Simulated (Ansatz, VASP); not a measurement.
Two plane-wave programs on Sn

The input INCAR:

```
PREC     = Accurate       # precision mode
ENCUT    = 600            # plane-wave cutoff, eV
EDIFF    = 1E-7           # SCF threshold, eV
ISMEAR   = -1             # smearing method
SIGMA    = 0.05           # smearing width, eV
LREAL    = F              # projectors in reciprocal space
LASPH    = T              # aspherical terms in the spheres
NELM     = 80             # most SCF steps
ALGO     = Normal         # electronic algorithm
ISIF     = 3              # what is computed and relaxed
LWAVE    = F              # write WAVECAR
LCHARG   = F              # write CHGCAR
GGA      = PE             # functional
IBRION   = 2              # ionic algorithm
NSW      = 60             # ionic steps
EDIFFG   = -0.005         # ionic threshold
```

The input KPOINTS:

```
Automatic mesh
0
Gamma
  15 15 15
```

POSCAR

```
Sn
1.0
   -1.9129311828      1.9129311828      1.9129311828
    1.9129311828     -1.9129311828      1.9129311828
    1.9129311828      1.9129311828     -1.9129311828
Sn
1
Direct
    0.0000000000      0.0000000000      0.0000000000
```

Input for Ansatz:

```yaml
crystal:
  lattice:
    - [-1.9129311828, 1.9129311828, 1.9129311828]
    - [1.9129311828, -1.9129311828, 1.9129311828]
    - [1.9129311828, 1.9129311828, -1.9129311828]
  atoms:
    - { symbol: Sn, position: [0.0, 0.0, 0.0] }
kpoints:
  mp_grid: { grid: [15, 15, 15] }
scf:
  occupations: { method: fermi_dirac, width: 0.05 }
hamiltonian:
  xc: pbe
  pseudopotentials: { kind: paw }
output:
  forces: true
  stress: true
relax:
  f_tol: 0.005
  max_steps: 40
  cell: {}
```

Alike in both runs: task relaxation of cell and atoms; functional PBE; k mesh 15 × 15 × 15; occupations fermi-dirac, width 0.05 eV; no spin polarisation.

|  | VASP | Ansatz |
| --- | --- | --- |
| version | VASP 6.6.1 | Ansatz 0.2.0 |
| potentials or method | VASP PAW PBE potentials, release 64 (Sn_d) | PAW with Ansatz's default frozen-core files, scalar-relativistic |
| plane-wave cutoff (eV) | 600 | 420 |
| valence electrons in the cell | 14 | 14 |

```csv
,VASP,Ansatz,Ansatz less VASP
relaxed volume (Å³/atom),27.59,27.61,+0.021
relaxed cell length with the largest relative difference (Å),3.297,3.298,+0.0008
```
